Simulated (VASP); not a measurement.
# Sc3Al (P6_3/mmc) in VASP: a series of runs

The runs below take Sc3Al through single point, with PBEsol.

Everything below comes from runs of VASP 6.6.1. Logs are shortened: lines on timing, memory, paths and dates and some standing lists are left out, and cuts for length are marked.

## (1) The cell of the first run

Symmetry: P6_3/mmc, No. 194, hexagonal system. Conventional cell: a = 6.237 Å, b = 6.237 Å, c = 4.978 Å, α = 90.00°, β = 90.00°, γ = 120.00°. Sc (site symmetry mm2) has 8 Sc at 3.02 to 3.22 Å and 4 Al at 3.04 to 3.12 Å within 4.0 Å. Al (site symmetry -6m2) has 12 Sc at 3.04 to 3.12 Å within 4.0 Å.

## (2) Single point, PBEsol

The input, INCAR:

```
SYSTEM = Sc3Al
  PREC = Accurate
  ENCUT = 520
  EDIFF = 1E-6
  ISMEAR = 0
  SIGMA = 0.1
  LREAL = .FALSE.
  LASPH = .TRUE.
  NELM = 100
  ALGO = Fast
  ISIF = 2
  LWAVE = .FALSE.
  LCHARG = .TRUE.
  GGA = PS
  LELF = .TRUE.
  LVHAR = .TRUE.
  NBANDS = 46
```

The input, KPOINTS:

```
Automatic mesh
0
G
  6 6 8
  0 0 0
```

The input, POSCAR:

```
Sc3Al
1.0
    6.2367231873      0.0000000000      0.0000000000
   -3.1183615937      5.4011607166      0.0000000000
    0.0000000000      0.0000000000      4.9779960495
Sc Al
6 2
Direct
    0.8281198150      0.1718801850      0.7500000000
    0.3437603700      0.1718801850      0.7500000000
    0.8281198150      0.6562396300      0.7500000000
    0.1718801850      0.8281198150      0.2500000000
    0.6562396300      0.8281198150      0.2500000000
    0.1718801850      0.3437603700      0.2500000000
    0.6666666667      0.3333333333      0.2500000000
    0.3333333333      0.6666666667      0.7500000000
```

Potentials or basis: VASP PAW PBE potentials, release 64 (Sc_sv, Al).

On the command line:

```bash
> cat potpaw_PBE.64/Sc_sv/POTCAR potpaw_PBE.64/Al/POTCAR > POTCAR
> mpirun -np 1 vasp_std > vasp.out
```

OUTCAR:

```text
SYSTEM = Sc3Al
   PREC = Accurate
   ENCUT = 520
   EDIFF = 1E-6
   ISMEAR = 0
   LREAL = .FALSE.
   LASPH = .TRUE.
   NELM = 100
   ISIF = 2
   GGA = PS

 ion  position               nearest neighbor table
   1  0.828  0.172  0.750-   2 3.02   3 3.02   7 3.04   7 3.04   6 3.11   6 3.11   5 3.11   5 3.11
                             8 3.12   8 3.12   2 3.22   3 3.22
   2  0.344  0.172  0.750-   3 3.02   1 3.02   7 3.04   7 3.04   4 3.11   4 3.11   6 3.11   6 3.11
                             8 3.12   8 3.12   3 3.22   1 3.22
   3  0.828  0.656  0.750-   2 3.02   1 3.02   7 3.04   7 3.04   4 3.11   4 3.11   5 3.11   5 3.11
                             8 3.12   8 3.12   2 3.22   1 3.22
   4  0.172  0.828  0.250-   5 3.02   6 3.02   8 3.04   8 3.04   3 3.11   3 3.11   2 3.11   2 3.11
                             7 3.12   7 3.12   5 3.22   6 3.22
   5  0.656  0.828  0.250-   6 3.02   4 3.02   8 3.04   8 3.04   1 3.11   1 3.11   3 3.11   3 3.11
                             7 3.12   7 3.12   6 3.22   4 3.22
   6  0.172  0.344  0.250-   5 3.02   4 3.02   8 3.04   8 3.04   1 3.11   1 3.11   2 3.11   2 3.11
                             7 3.12   7 3.12   5 3.22   4 3.22
   7  0.667  0.333  0.250-   1 3.04   1 3.04   2 3.04   2 3.04   3 3.04   3 3.04   6 3.12   5 3.12
                             4 3.12   4 3.12   6 3.12   5 3.12
   8  0.333  0.667  0.750-   4 3.04   4 3.04   5 3.04   5 3.04   6 3.04   6 3.04   3 3.12   2 3.12
                             1 3.12   1 3.12   3 3.12   2 3.12

  LATTYP: Found a hexagonal cell.
 ALAT       =     6.2367231873
 C/A-ratio  =     0.7981749230

  Lattice vectors:

 A1 = (   6.2367231873,   0.0000000000,   0.0000000000)
 A2 = (  -3.1183615937,   5.4011607166,   0.0000000000)
 A3 = (   0.0000000000,   0.0000000000,   4.9779960495)

Analysis of symmetry for initial positions (statically):
=====================================================================
 Subroutine PRICEL returns:
 Original cell was already a primitive cell.

 Routine SETGRP: Setting up the symmetry group for a
 hexagonal supercell.

 Subroutine GETGRP returns: Found 24 space group operations
 (whereof 12 operations were pure point group operations)
 out of a pool of 24 trial point group operations.

The static configuration has the point symmetry D_3d.
 The point group associated with its full space group is D_6h.

Analysis of symmetry for dynamics (positions and initial velocities):
=====================================================================
 Subroutine PRICEL returns:
 Original cell was already a primitive cell.

 Routine SETGRP: Setting up the symmetry group for a
 hexagonal supercell.

 Subroutine GETGRP returns: Found 24 space group operations
 (whereof 12 operations were pure point group operations)
 out of a pool of 24 trial point group operations.

The dynamic configuration has the point symmetry D_3d.
 The point group associated with its full space group is D_6h.

 Subroutine INISYM returns: Found 24 space group operations
 (whereof 12 operations are pure point group operations),
 and found     1 'primitive' translations

----------------------------------------------------------------------------------------

                                     Primitive cell

  volume of cell :     167.6865

  direct lattice vectors                    reciprocal lattice vectors
     6.236723187  0.000000000  0.000000000     0.160340610  0.092572694  0.000000000
    -3.118361594  5.401160717  0.000000000     0.000000000  0.185145389  0.000000000
     0.000000000  0.000000000  4.977996049     0.000000000  0.000000000  0.200884049

  length of vectors
     6.236723187  6.236723187  4.977996049     0.185145389  0.185145389  0.200884049

  position of ions in fractional coordinates (direct lattice)
     0.828119815  0.171880185  0.750000000
     0.343760370  0.171880185  0.750000000
     0.828119815  0.656239630  0.750000000
     0.171880185  0.828119815  0.250000000
     0.656239630  0.828119815  0.250000000
     0.171880185  0.343760370  0.250000000
     0.666666667  0.333333333  0.250000000
     0.333333333  0.666666667  0.750000000

  ion indices of the primitive-cell ions
   primitive index   ion index
                 1           1
                 2           2
                 3           3
                 4           4
                 5           5
                 6           6
                 7           7
                 8           8

----------------------------------------------------------------------------------------

 KPOINTS: Automatic mesh

Automatic generation of k-mesh.
 Grid dimensions read from file:
 generate k-points for:    6    6    8

 Generating k-lattice:

  Cartesian coordinates                     Fractional coordinates (reciprocal lattice)
     0.026723435  0.015428782  0.000000000     0.166666667  0.000000000  0.000000000
     0.000000000  0.030857565  0.000000000     0.000000000  0.166666667  0.000000000
[... 40 lines left out ...]
   LASPH  =      T    aspherical Exc in radial PAW
   ENCUT  =  520.0 eV  38.22 Ry    6.18 a.u.  11.60 11.60  9.26*2*pi/ulx,y,z
   NELM   =    100;   NELMIN=  2; NELMDL= -5     # of ELM steps
   EDIFF  = 0.1E-05   stopping-criterion for ELM
   LREAL  =      F    real-space projection
[... 7 lines left out ...]
   TEBEG  =    0.0;   TEEND  =   0.0 temperature during run
   PSTRESS=    0.0 pullay stress
   NELECT =      72.0000    total number of electrons
   NUPDOWN=      -1.0000    fix difference up-down
   EMIN   =  10.00;   EMAX   =-10.00  energy-range for DOS
   EFERMI =   0.00;   METHOD = LEGACY
   ISMEAR =     0;   SIGMA  =   0.10  broadening in eV -4-tet -1-fermi 0-gaus
   EFERMI_NEDOS =   21; number of points for ismear=-14 and -15
   IALGO  =     68    algorithm
   IMIX   =      4    mixing-type and parameters
     AMIX     =   0.40;   BMIX     =  1.00
     AMIX_MAG =   1.60;   BMIX_MAG =  1.00
  volume/ion in A,a.u.               =      20.96       141.45
  Fermi-wavevector in a.u.,A,eV,Ry     =   1.235055  2.333915 20.753794  1.525361
  Thomas-Fermi vector in A             =   2.369720
   LORBIT       =      0    0 simple, 1 ext, 2 COOP (PROOUT), +10 PAW based schemes
   GGA     = PS    functional components
   LHFCALC =     F    Hartree Fock is set to
   AEXX    =    0.0000 exact exchange contribution
   IVDW    =     0    specifies the selected vdW correction
   LEPSILON=     F    determine dielectric tensor
   LRPA    =     F    only Hartree local field effects (RPA)
 non-spin polarized calculation
 RMM-DIIS sequential band-by-band and
 Gauss-broadening in eV      SIGMA  =   0.10
  energy-cutoff  :      520.00
  volume of cell :      167.69
 maximum number of plane-waves:      4554
 NGX is ok and might be reduce to    48
   NGX = 23   NGY = 23   NGZ = 19

 number of electron      71.9999999 magnetization

 Free energy of the ion-electron system (eV)
  ---------------------------------------------------
  ext. energy  EPLUGINS =         0.00000000
  ---------------------------------------------------
  free energy    TOTEN  =       -50.04336965 eV

  energy without entropy =      -49.98157383  energy(sigma->0) =      -50.01247174

 E-fermi :   4.8035     XC(G=0): -10.3565

 val. band max:        4.7979473090   @ k =   0.3333   0.1667   0.1250
 cond. band min:       4.8109405164   @ k =   0.0000   0.0000   0.1250
 fundamental gap:      0.0129932074
 Fermi energy:         4.8034927279

 k-point     1 :       0.0000    0.0000    0.0000
  band No.  band energies     occupation
      1     -44.3311      2.00000
      2     -44.2554      2.00000
      3     -44.2542      2.00000
      4     -44.2542      2.00000
      5     -44.2178      2.00000
      6     -44.2178      2.00000
[... 38 lines left out ...]
     45       6.2668      0.00000
     46       7.3340      0.00000

 k-point     2 :       0.1667   -0.0000    0.0000
  band No.  band energies     occupation
      1     -44.3265      2.00000
      2     -44.2606      2.00000
      3     -44.2543      2.00000
      4     -44.2536      2.00000
      5     -44.2178      2.00000
      6     -44.2177      2.00000
[... 1070 lines left out ...]
 k-point    24 :       0.3333    0.0000    0.3750
  band No.  band energies     occupation
      1     -44.2942      2.00000
      2     -44.2746      2.00000
      3     -44.2535      2.00000
      4     -44.2431      2.00000
      5     -44.2366      2.00000
      6     -44.2289      2.00000
[... 38 lines left out ...]
     45       6.7379      0.00000
     46       6.7887      0.00000

 [... further k-points ...]

------------------------ aborting loop because EDIFF is reached ----------------------------------------

  FORCE on cell =-STRESS in cart. coord.  units (eV):
  Direction    XX          YY          ZZ          XY          YZ          ZX
  --------------------------------------------------------------------------------------
  -------------------------------------------------------------------------------------
  Total        0.0932840      0.0932840      0.0437547     -0.0000000     -0.0000000      0.0000000
  in kB        0.8912916      0.8912916      0.4180582     -0.0000000     -0.0000000      0.0000000
  external PRESSURE =       0.7335471 kB  Pullay stress =       0.0000000 kB

 VOLUME and BASIS-vectors are now :
 -----------------------------------------------------------------------------
  energy-cutoff  :      520.00
  volume of cell :      167.69
      direct lattice vectors                 reciprocal lattice vectors
     6.236723187  0.000000000  0.000000000     0.160340610  0.092572694  0.000000000
    -3.118361594  5.401160717  0.000000000     0.000000000  0.185145389  0.000000000
     0.000000000  0.000000000  4.977996049     0.000000000  0.000000000  0.200884049

 POSITION                                       TOTAL-FORCE (eV/Angst)
 -----------------------------------------------------------------------------------
      4.62877      0.92835      3.73350         0.000501     -0.000289      0.000000
      1.60795      0.92835      3.73350        -0.000501     -0.000289      0.000000
      3.11836      3.54446      3.73350        -0.000000      0.000578     -0.000000
     -1.51041      4.47281      1.24450        -0.000501      0.000289      0.000000
      1.51041      4.47281      1.24450         0.000501      0.000289      0.000000
     -0.00000      1.85671      1.24450         0.000000     -0.000578      0.000000
      3.11836      1.80039      1.24450         0.000000      0.000000      0.000000
     -0.00000      3.60077      3.73350         0.000000     -0.000000      0.000000
 -----------------------------------------------------------------------------------
    total drift:                               -0.000001      0.000000     -0.000000

  FREE ENERGIE OF THE ION-ELECTRON SYSTEM (eV)
  ---------------------------------------------------
  free  energy   TOTEN  =       -50.0433696496 eV

  energy  without entropy=      -49.9815738301  energy(sigma->0) =      -50.01247174
```

Wall time 5.6 min (1 thread of Intel Xeon Platinum 8488C (Sapphire Rapids), shared host); peak memory 0.4 GiB.

What came out:

```yaml
Free_energy: -50.0434 eV
Pressure: 0.1 GPa
Band_gap_on_the_k_mesh: zero (bands 36 and 37 overlap by 0.66 eV)
```

Caveat: the PAW data sets were made with another functional, which shifts forces and pressure a little.

## (3) Single point, PBEsol (18.45 Å³/atom)

This run uses another cell than the first one, of 18.45 Å³/atom.

The input, INCAR:

```
PREC = Accurate
ENCUT = 520
EDIFF = 1E-6
ISMEAR = 0
SIGMA = 0.1
LREAL = F
LASPH = T
NELM = 80
ALGO = Fast
ISIF = 2
LWAVE = F
LCHARG = F
GGA = PS
NBANDS = 46
```

The input, KPOINTS:

```
regular mesh
0
Gamma
  6 6 8
```

The input, POSCAR:

```
Sc3Al
1.0
    5.9914857672      0.0000000000      0.0000000000
   -2.9957428836      5.1887788808      0.0000000000
    0.0000000000      0.0000000000      4.7465831506
Sc Al
6 2
Direct
    0.8278336167      0.1721663833      0.7500000000
    0.3443327667      0.1721663833      0.7500000000
    0.8278336167      0.6556672333      0.7500000000
    0.1721663833      0.8278336167      0.2500000000
    0.6556672333      0.8278336167      0.2500000000
    0.1721663833      0.3443327667      0.2500000000
    0.6666666667      0.3333333333      0.2500000000
    0.3333333333      0.6666666667      0.7500000000
```

Potentials or basis: VASP PAW PBE potentials, release 64 (Sc_sv, Al).

On the command line:

```bash
> cat potpaw_PBE.64/Sc_sv/POTCAR potpaw_PBE.64/Al/POTCAR > POTCAR
> mpirun -np 1 vasp_std > vasp.out
```

It took 30 min on 1 thread of AMD EPYC, shared host; peak memory 0.34 GiB.

It converged, with:

| Property | Result |
| --- | --- |
| Free energy | -49.4004 eV |
| Pressure | 11.0 GPa |
| Largest force | 0.004 eV/Å |
| Band gap on the k mesh | zero (bands 36 and 37 overlap by 0.76 eV) |

Forces on the atoms (eV/Å):
```
Sc  -0.004  0.002  0.000
Sc   0.004  0.002  0.000
Sc   0.000 -0.004  0.000
Sc   0.004 -0.002  0.000
Sc  -0.004 -0.002  0.000
Sc   0.000  0.004  0.000
Al   0.000  0.000  0.000
Al   0.000  0.000  0.000
```

Levels at points of the mesh, in eV from the Fermi level:
| k point | band 34 | band 35 | band 36 | band 37 | band 38 | band 39 | band 40 | band 41 |
| --- | --- | --- | --- | --- | --- | --- | --- | --- |
| (0.00, 0.00, 0.00) | -0.73 | -0.73 | -0.35 | -0.35 | -0.29 | 0.14 | 0.41 | 1.45 |
| (0.50, 0.00, 0.00) | -0.38 | -0.36 | -0.23 | -0.13 | 0.18 | 0.20 | 1.08 | 1.21 |
| (0.00, 0.00, 0.50) | -0.32 | -0.32 | -0.32 | -0.17 | -0.17 | 0.46 | 0.46 | 1.09 |
| (0.50, 0.00, 0.50) | -1.04 | 0.28 | 0.28 | 0.53 | 0.53 | 0.63 | 0.63 | 0.82 |

Caveat: the cell stands under pressure; the PAW data sets were made with another functional, which shifts forces and pressure a little.

## (4) Single point, PBEsol (19.07 Å³/atom)

This run uses another cell than the first one, of 19.07 Å³/atom.

The input, INCAR:

```
ALGO = Fast
EDIFF = 1E-6
ENCUT = 520
GGA = PS
ISIF = 2
ISMEAR = 0
LASPH = T
LCHARG = T
LELF = T
LREAL = F
LVHAR = T
LWAVE = F
NBANDS = 46
NELM = 80
PREC = Accurate
SIGMA = 0.1
```

The input, KPOINTS:

```
k-points
0
Gamma
  6 6 8
```

The input, POSCAR:

```
Sc3Al
1.0
    6.0547418846      0.0000000000      0.0000000000
   -3.0273709423      5.2435602854      0.0000000000
    0.0000000000      0.0000000000      4.8063745327
Sc Al
6 2
Direct
    0.8277812827      0.1722187173      0.7500000000
    0.3444374346      0.1722187173      0.7500000000
    0.8277812827      0.6555625654      0.7500000000
    0.1722187173      0.8277812827      0.2500000000
    0.6555625654      0.8277812827      0.2500000000
    0.1722187173      0.3444374346      0.2500000000
    0.6666666667      0.3333333333      0.2500000000
    0.3333333333      0.6666666667      0.7500000000
```

On the command line:

```bash
> cat potpaw_PBE.64/Sc_sv/POTCAR potpaw_PBE.64/Al/POTCAR > POTCAR
> mpirun -np 1 vasp_std > vasp.out
```

Run time: 27 min. Hardware: 1 thread of AMD EPYC, shared host; peak memory 0.35 GiB.

The run converged. Its results:

```
Free energy            : -49.6954 eV
Pressure               : 7.7 GPa
Largest force          : 0.012 eV/Å
Band gap on the k mesh : zero (bands 36 and 37 overlap by 0.73 eV)
```

Forces on the atoms (eV/Å):
```
Sc   0.010 -0.006  0.000
Sc  -0.010 -0.006  0.000
Sc   0.000  0.012  0.000
Sc  -0.010  0.006  0.000
Sc   0.010  0.006  0.000
Sc   0.000 -0.012  0.000
Al   0.000  0.000  0.000
Al   0.000  0.000  0.000
```

Levels at points of the mesh, in eV from the Fermi level:
| k point | band 33 | band 34 | band 35 | band 36 | band 37 | band 38 | band 39 | band 40 | band 41 | band 42 |
| --- | --- | --- | --- | --- | --- | --- | --- | --- | --- | --- |
| (0.00, 0.00, 0.00) | -1.44 | -0.67 | -0.67 | -0.32 | -0.32 | -0.28 | 0.06 | 0.35 | 1.40 | 1.40 |
| (0.50, 0.00, 0.00) | -1.06 | -0.38 | -0.37 | -0.19 | -0.13 | 0.18 | 0.20 | 1.07 | 1.17 | 1.29 |
| (0.00, 0.00, 0.50) | -0.34 | -0.34 | -0.34 | -0.34 | -0.20 | -0.20 | 0.46 | 0.46 | 1.05 | 1.05 |
| (0.50, 0.00, 0.50) | -1.01 | -1.01 | 0.28 | 0.28 | 0.53 | 0.53 | 0.62 | 0.62 | 0.79 | 0.79 |

Caveat: the cell stands under pressure; the PAW data sets were made with another functional, which shifts forces and pressure a little.

## (5) Single point, PBEsol (19.70 Å³/atom)

This run uses another cell than the first one, of 19.70 Å³/atom.

The input, INCAR:

```
  PREC = Accurate
  ENCUT = 520
  EDIFF = 1E-6
  ISMEAR = 0
  SIGMA = 0.1
  LREAL = F
  LASPH = T
  NELM = 80
  ALGO = Fast
  ISIF = 2
  LWAVE = F
  LCHARG = F
  GGA = PS
  NBANDS = 46
```

The input, KPOINTS:

```
regular mesh
0
Gamma
  6 6 8
```

The input, POSCAR:

```
Sc3Al
1.0
    6.1162598935      0.0000000000      0.0000000000
   -3.0581299467      5.2968364439      0.0000000000
    0.0000000000      0.0000000000      4.8654551786
Sc Al
6 2
Direct
    0.8279330068      0.1720669932      0.7500000000
    0.3441339863      0.1720669932      0.7500000000
    0.8279330068      0.6558660137      0.7500000000
    0.1720669932      0.8279330068      0.2500000000
    0.6558660137      0.8279330068      0.2500000000
    0.1720669932      0.3441339863      0.2500000000
    0.6666666667      0.3333333333      0.2500000000
    0.3333333333      0.6666666667      0.7500000000
```

On the command line:

```bash
> cat potpaw_PBE.64/Sc_sv/POTCAR potpaw_PBE.64/Al/POTCAR > POTCAR
> mpirun -np 1 vasp_std > vasp.out
```

Wall time 24 min (1 thread of AMD EPYC, shared host); peak memory 0.35 GiB.

It converged, with:

```
Free energy            : -49.8929 eV
Pressure               : 4.8 GPa
Band gap on the k mesh : zero (bands 36 and 37 overlap by 0.71 eV)
```

Levels at points of the mesh, in eV from the Fermi level:
| k point | band 35 | band 36 | band 37 | band 38 | band 39 | band 40 |
| --- | --- | --- | --- | --- | --- | --- |
| (0.00, 0.00, 0.00) | -0.62 | -0.29 | -0.29 | -0.27 | -0.01 | 0.29 |
| (0.50, 0.00, 0.00) | -0.38 | -0.16 | -0.12 | 0.17 | 0.20 | 1.06 |
| (0.00, 0.00, 0.50) | -0.36 | -0.36 | -0.23 | -0.23 | 0.45 | 0.45 |
| (0.50, 0.00, 0.50) | 0.29 | 0.29 | 0.51 | 0.51 | 0.60 | 0.60 |

Caveat: the cell stands under pressure; the PAW data sets were made with another functional, which shifts forces and pressure a little.

## (6) The runs side by side

```tsv
cell	gap on the mesh (eV)	pressure (GPa)
a = 6.237, b = 6.237, c = 4.978 Å, angles 90.0, 90.0, 120.0°, 8 atoms	none	0.1
a = 5.991, b = 5.991, c = 4.747 Å, angles 90.0, 90.0, 120.0°, 8 atoms	none	11.0
a = 6.055, b = 6.055, c = 4.806 Å, angles 90.0, 90.0, 120.0°, 8 atoms	none	7.7
a = 6.116, b = 6.116, c = 4.865 Å, angles 90.0, 90.0, 120.0°, 8 atoms	none	4.8
```

Alike in all rows: task single point; level PBEsol; potentials or basis VASP PAW PBE potentials, release 64 (Sc_sv, Al); no spin polarisation; k mesh 6 × 6 × 8; cutoff (eV) 520; smearing gaussian 0.1 eV.

Caveats: the PAW data sets were made with another functional, which shifts forces and pressure a little; the cell stands under pressure (at least some runs).

Total energies depend on the potentials used, so only differences within one code and one set of settings carry meaning.
